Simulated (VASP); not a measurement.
# AgCl (R-3m) in VASP: notebook

The runs below take AgCl through single point, with PBEsol.

Everything below comes from runs of VASP 6.6.1. Logs are shortened: lines on timing, memory, paths and dates and some standing lists are left out, and cuts for length are marked.

**1. The cell of the first run**

It takes space group R-3m (No. 166, trigonal). The conventional cell has a = 4.879 Å, b = 4.879 Å, c = 5.665 Å, α = 90.00°, β = 90.00°, γ = 120.00°. Ag (site symmetry -3m) has 8 Cl at 2.83 to 2.97 Å and 6 Ag at 3.39 Å within 3.7 Å. Within 3.7 Å of Cl (site symmetry -3m) lie 8 Ag at 2.83 to 2.97 Å and 6 Cl at 3.39 Å.

**2. Single point, PBEsol**

INCAR reads:

```
SYSTEM = AgCl
PREC = Accurate
ENCUT = 520
EDIFF = 1E-6
ISMEAR = 0
SIGMA = 0.05
LREAL = .False.
LASPH = .True.
NELM = 100
ALGO = Normal
ISIF = 2
LWAVE = .False.
LCHARG = .False.
GGA = PS
NBANDS = 16
```

KPOINTS reads:

```
Automatic mesh
0
Gamma
  12 12 12
  0 0 0
```

POSCAR reads:

```
AgCl
1.0
    3.3904230329     -0.0598039341     -0.0598039341
   -0.0598039341      3.3904230329     -0.0598039341
   -0.0598039341     -0.0598039341      3.3904230329
Ag Cl
1 1
Direct
    0.0000000000      0.0000000000      0.0000000000
    0.5000000000      0.5000000000      0.5000000000
```

Potentials or basis: VASP PAW PBE potentials, release 64 (Ag, Cl).

The run is started by

```sh
> cat potpaw_PBE.64/Ag/POTCAR potpaw_PBE.64/Cl/POTCAR > POTCAR
> mpirun -np 1 vasp_std > vasp.out
```

OUTCAR:

```text
SYSTEM = AgCl
   PREC = Accurate
   ENCUT = 520
   EDIFF = 1E-6
   ISMEAR = 0
   LREAL = .False.
   LASPH = .True.
   NELM = 100
   ISIF = 2
   GGA = PS

 ion  position               nearest neighbor table
   1  0.000  0.000  0.000-   2 2.83   2 2.83   2 2.97   2 2.97   2 2.97   2 2.97   2 2.97   2 2.97

   2  0.500  0.500  0.500-   1 2.83   1 2.83   1 2.97   1 2.97   1 2.97   1 2.97   1 2.97   1 2.97

  LATTYP: Found a trigonal (rhomboedric) cell.
 ALAT       =     3.3914777551
 COS(alpha) =    -0.0349452721

  Lattice vectors:

 A1 = (   3.3904230329,  -0.0598039341,  -0.0598039341)
 A2 = (  -0.0598039341,   3.3904230329,  -0.0598039341)
 A3 = (  -0.0598039341,  -0.0598039341,   3.3904230329)

Analysis of symmetry for initial positions (statically):
=====================================================================
 Subroutine PRICEL returns:
 Original cell was already a primitive cell.

 Routine SETGRP: Setting up the symmetry group for a
 trigonal (rhombohedral) supercell.

 Subroutine GETGRP returns: Found 12 space group operations
 (whereof 12 operations were pure point group operations)
 out of a pool of 12 trial point group operations.

The static configuration has the point symmetry D_3d.

Analysis of symmetry for dynamics (positions and initial velocities):
=====================================================================
 Subroutine PRICEL returns:
 Original cell was already a primitive cell.

 Routine SETGRP: Setting up the symmetry group for a
 trigonal (rhombohedral) supercell.

 Subroutine GETGRP returns: Found 12 space group operations
 (whereof 12 operations were pure point group operations)
 out of a pool of 12 trial point group operations.

The dynamic configuration has the point symmetry D_3d.

 Subroutine INISYM returns: Found 12 space group operations
 (whereof 12 operations are pure point group operations),
 and found     1 'primitive' translations

----------------------------------------------------------------------------------------

                                     Primitive cell

  volume of cell :      38.9360

  direct lattice vectors                    reciprocal lattice vectors
     3.390423033 -0.059803934 -0.059803934     0.295135397  0.005299392  0.005299392
    -0.059803934  3.390423033 -0.059803934     0.005299392  0.295135397  0.005299392
    -0.059803934 -0.059803934  3.390423033     0.005299392  0.005299392  0.295135397

  length of vectors
     3.391477755  3.391477755  3.391477755     0.295230537  0.295230537  0.295230537

  position of ions in fractional coordinates (direct lattice)
     0.000000000  0.000000000  0.000000000
     0.500000000  0.500000000  0.500000000

  ion indices of the primitive-cell ions
   primitive index   ion index
                 1           1
                 2           2

----------------------------------------------------------------------------------------

 KPOINTS: Automatic mesh

Automatic generation of k-mesh.
 Grid dimensions read from file:
 generate k-points for:   12   12   12

 Generating k-lattice:

  Cartesian coordinates                     Fractional coordinates (reciprocal lattice)
     0.024594616  0.000441616  0.000441616     0.083333333 -0.000000000 -0.000000000
     0.000441616  0.024594616  0.000441616    -0.000000000  0.083333333 -0.000000000
     0.000441616  0.000441616  0.024594616    -0.000000000 -0.000000000  0.083333333

  Length of vectors
     0.024602545  0.024602545  0.024602545

  Shift w.r.t. Gamma in fractional coordinates (k-lattice)
     0.000000000  0.000000000  0.000000000

 Subroutine IBZKPT returns following result:
 ===========================================

 Found    189 irreducible k-points:

 Following reciprocal coordinates:
            Coordinates               Weight
  0.000000  0.000000  0.000000      1.000000
  0.083333  0.000000  0.000000      6.000000
  0.166667  0.000000  0.000000      6.000000
  0.250000 -0.000000 -0.000000      6.000000
  0.333333  0.000000  0.000000      6.000000
  0.416667  0.000000 -0.000000      6.000000
[... 16 lines left out ...]
  0.500000  0.166667 -0.000000     12.000000
 -0.416667  0.166667 -0.000000     12.000000
 [... further k-points ...]
   k-points           NKPTS =    189   k-points in BZ     NKDIM =    189   number of bands    NBANDS=     16
   number of dos      NEDOS =    301   number of ions     NIONS =      2
   total plane-waves  NPLWV =  21952
   dimension x,y,z NGX =    28 NGY =   28 NGZ =   28
   dimension x,y,z NGXF=    56 NGYF=   56 NGZF=   56
   ions per type =               1   1
   NGX,Y,Z   is equivalent  to a cutoff of  13.73, 13.73, 13.73 a.u.
   NGXF,Y,Z  is equivalent  to a cutoff of  27.45, 27.45, 27.45 a.u.
 SYSTEM =  AgCl
   PREC   = accura    normal or accurate (medium, high low for compatibility)
   ISTART =      0    job   : 0-new  1-cont  2-samecut
   ICHARG =      2    charge: 1-file 2-atom 10-const
   ISPIN  =      1    spin polarized calculation?
   LNONCOLLINEAR =      F non collinear calculations
   LSORBIT =      F    spin-orbit coupling
   LASPH  =      T    aspherical Exc in radial PAW
   ENCUT  =  520.0 eV  38.22 Ry    6.18 a.u.   6.31  6.31  6.31*2*pi/ulx,y,z
   NELM   =    100;   NELMIN=  2; NELMDL= -5     # of ELM steps
   EDIFF  = 0.1E-05   stopping-criterion for ELM
   LREAL  =      F    real-space projection
   EDIFFG = 0.1E-04   stopping-criterion for IOM
   NSW    =      0    number of steps for IOM
   IBRION =     -1    ionic relax: 0-MD 1-quasi-New 2-CG
   NFREE  =      0    steps in history (QN), initial steepest desc. (CG)
   ISIF   =      2    stress and relaxation
   ISYM   =      2    0-nonsym 1-usesym 2-fastsym
   POTIM  = 0.5000    time-step for ionic-motion
   TEBEG  =    0.0;   TEEND  =   0.0 temperature during run
   PSTRESS=    0.0 pullay stress
   NELECT =      18.0000    total number of electrons
   NUPDOWN=      -1.0000    fix difference up-down
   EMIN   =  10.00;   EMAX   =-10.00  energy-range for DOS
   EFERMI =   0.00;   METHOD = LEGACY
   ISMEAR =     0;   SIGMA  =   0.05  broadening in eV -4-tet -1-fermi 0-gaus
   EFERMI_NEDOS =   21; number of points for ismear=-14 and -15
   IALGO  =     38    algorithm
   IMIX   =      4    mixing-type and parameters
     AMIX     =   0.40;   BMIX     =  1.00
     AMIX_MAG =   1.60;   BMIX_MAG =  1.00
  volume/ion in A,a.u.               =      19.47       131.38
  Fermi-wavevector in a.u.,A,eV,Ry     =   1.265849  2.392108 21.801616  1.602374
  Thomas-Fermi vector in A             =   2.399081
   LORBIT       =      0    0 simple, 1 ext, 2 COOP (PROOUT), +10 PAW based schemes
   GGA     = PS    functional components
   LHFCALC =     F    Hartree Fock is set to
   AEXX    =    0.0000 exact exchange contribution
   IVDW    =     0    specifies the selected vdW correction
   LEPSILON=     F    determine dielectric tensor
   LRPA    =     F    only Hartree local field effects (RPA)
 non-spin polarized calculation
 Gauss-broadening in eV      SIGMA  =   0.05
  energy-cutoff  :      520.00
  volume of cell :       38.94
 maximum number of plane-waves:      1062
 NGX is ok and might be reduce to    28
   NGX = 13   NGY = 13   NGZ = 13

 number of electron      17.9999996 magnetization

 Free energy of the ion-electron system (eV)
  ---------------------------------------------------
  ext. energy  EPLUGINS =         0.00000000
  ---------------------------------------------------
  free energy    TOTEN  =        -5.80831788 eV

  energy without entropy =       -5.80831788  energy(sigma->0) =       -5.80831788

 E-fermi :   4.5744     XC(G=0): -10.8245

 val. band max:        4.4101727652   @ k =   0.5000  -0.0000  -0.0000
 cond. band min:       4.7304620697   @ k =   0.0000   0.0000   0.0000
 fundamental gap:      0.3202893045
 Fermi energy:         4.5744077726

 k-point     1 :       0.0000    0.0000    0.0000
  band No.  band energies     occupation
      1     -10.5436      2.00000
      2       1.3624      2.00000
      3       1.3624      2.00000
      4       2.3443      2.00000
      5       2.4163      2.00000
      6       2.4163      2.00000
[... 8 lines left out ...]
     15      18.6454      0.00000
     16      20.6998      0.00000

 k-point     2 :       0.0833    0.0000    0.0000
  band No.  band energies     occupation
      1     -10.5117      2.00000
      2       1.2795      2.00000
      3       1.3721      2.00000
      4       2.0404      2.00000
      5       2.2083      2.00000
      6       2.3302      2.00000
[... 8 lines left out ...]
     15      18.2044      0.00000
     16      20.6650      0.00000

 k-point     3 :       0.1667    0.0000    0.0000
  band No.  band energies     occupation
      1     -10.4222      2.00000
      2       0.8170      2.00000
      3       1.3975      2.00000
      4       1.7111      2.00000
      5       1.9378      2.00000
      6       2.1477      2.00000
[... 8 lines left out ...]
     15      17.7017      0.00000
     16      20.5713      0.00000

 k-point     4 :       0.2500   -0.0000   -0.0000
  band No.  band energies     occupation
      1     -10.2940      2.00000
      2       0.0959      2.00000
      3       1.4243      2.00000
      4       1.4375      2.00000
      5       1.7172      2.00000
      6       2.2859      2.00000
[... 8 lines left out ...]
     15      18.1060      0.00000
     16      20.4465      0.00000
[... 324 lines left out ...]
 k-point    22 :       0.4167    0.1667    0.0000
  band No.  band energies     occupation
      1      -9.9660      2.00000
      2      -0.7507      2.00000
      3       0.9893      2.00000
      4       1.3849      2.00000
      5       1.6965      2.00000
      6       2.3403      2.00000
[... 8 lines left out ...]
     15      19.3027      0.00000
     16      20.7827      0.00000

 k-point    23 :       0.5000    0.1667   -0.0000
  band No.  band energies     occupation
      1      -9.9348      2.00000
      2      -0.8590      2.00000
      3       1.0028      2.00000
      4       1.3940      2.00000
      5       1.6592      2.00000
      6       2.3496      2.00000
[... 8 lines left out ...]
     15      19.3763      0.00000
     16      21.0855      0.00000

 k-point    24 :      -0.4167    0.1667   -0.0000
  band No.  band energies     occupation
      1      -9.9761      2.00000
      2      -0.6965      2.00000
      3       1.0498      2.00000
      4       1.4479      2.00000
      5       1.6320      2.00000
      6       2.3410      2.00000
[... 8 lines left out ...]
     15      19.3698      0.00000
     16      20.9065      0.00000

 [... further k-points ...]
[... 5 lines left out ...]
  --------------------------------------------------------------------------------------
  -------------------------------------------------------------------------------------
  Total       -0.7104685     -0.7104685     -0.7104685     -0.1171664     -0.1171664     -0.1171664
  in kB      -29.2350657    -29.2350657    -29.2350657     -4.8212798     -4.8212798     -4.8212798
  external PRESSURE =     -29.2350657 kB  Pullay stress =       0.0000000 kB

 VOLUME and BASIS-vectors are now :
 -----------------------------------------------------------------------------
  energy-cutoff  :      520.00
  volume of cell :       38.94
      direct lattice vectors                 reciprocal lattice vectors
     3.390423033 -0.059803934 -0.059803934     0.295135397  0.005299392  0.005299392
    -0.059803934  3.390423033 -0.059803934     0.005299392  0.295135397  0.005299392
    -0.059803934 -0.059803934  3.390423033     0.005299392  0.005299392  0.295135397

 POSITION                                       TOTAL-FORCE (eV/Angst)
 -----------------------------------------------------------------------------------
      0.00000      0.00000      0.00000         0.000000      0.000000     -0.000000
      1.63541      1.63541      1.63541        -0.000000     -0.000000      0.000000
 -----------------------------------------------------------------------------------
    total drift:                               -0.000000      0.000000      0.000000

  FREE ENERGIE OF THE ION-ELECTRON SYSTEM (eV)
  ---------------------------------------------------
  free  energy   TOTEN  =        -5.8083178828 eV

  energy  without entropy=       -5.8083178809  energy(sigma->0) =       -5.80831788
```

Wall time 2.4 min (1 thread of Intel Xeon Platinum 8488C (Sapphire Rapids), shared host); peak memory 0.25 GiB.

What came out:

- Free energy: -5.8083 eV
- Pressure: -2.9 GPa
- Band gap on the k mesh: 0.32 eV, indirect (least direct gap 2.02 eV)

Caveat: the PAW data sets were made with another functional, which shifts forces and pressure a little. A k mesh can miss the band edges.

[end of part 1 of 2]
